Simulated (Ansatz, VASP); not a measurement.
# InSb: VASP beside Ansatz

```xyz
4
Lattice="3.0633 -3.0814 0.0000 3.0633 3.0814 0.0000 0.0000 0.0000 6.1269" Properties=species:S:1:pos:R:3 pbc="T T T"
In    3.0633    1.3594    1.5317
In    3.0633   -1.3594    4.5952
Sb    3.0633   -1.7083    1.5317
Sb    3.0633    1.7083    4.5952
```

Alike in both runs: task single point; functional r2SCAN; k mesh 10 × 10 × 8; occupations gaussian, width 0.1 eV; no spin polarisation.

|  | VASP | Ansatz |
| --- | --- | --- |
| version | VASP 6.6.1 | Ansatz 0.2.0 |
| potentials or method | VASP PAW PBE potentials, release 64 (In_d, Sb), cutoff 520 eV | scalar-relativistic, plane waves, PAW |
| valence electrons in the cell | 36 | 56 |

VASP gave:

* gap on the k mesh at the Fermi level (eV): none
* pressure (GPa): -1.4
* traceless stress, the component that is largest in VASP (GPa): -0.22
* rms of the force components (eV/Å): 0.026

Estimate Ansatz's values.

gap on the k mesh at the Fermi level (eV): none; pressure (GPa): -1.4; traceless stress, the component that is largest in VASP (GPa): -0.22; rms of the force components (eV/Å): 0.027.

VASP's potentials were made for PBE, not for r2SCAN. Atom by atom the forces differ by 0.001 eV/Å (rms over components). A gap of «none» marks a metal or a gap that the smearing closes. VASP's potentials hold 36 valence electrons a cell and Ansatz's 56, so a difference there can come from the potentials and not from the codes.

Spin-orbit coupling is off throughout.
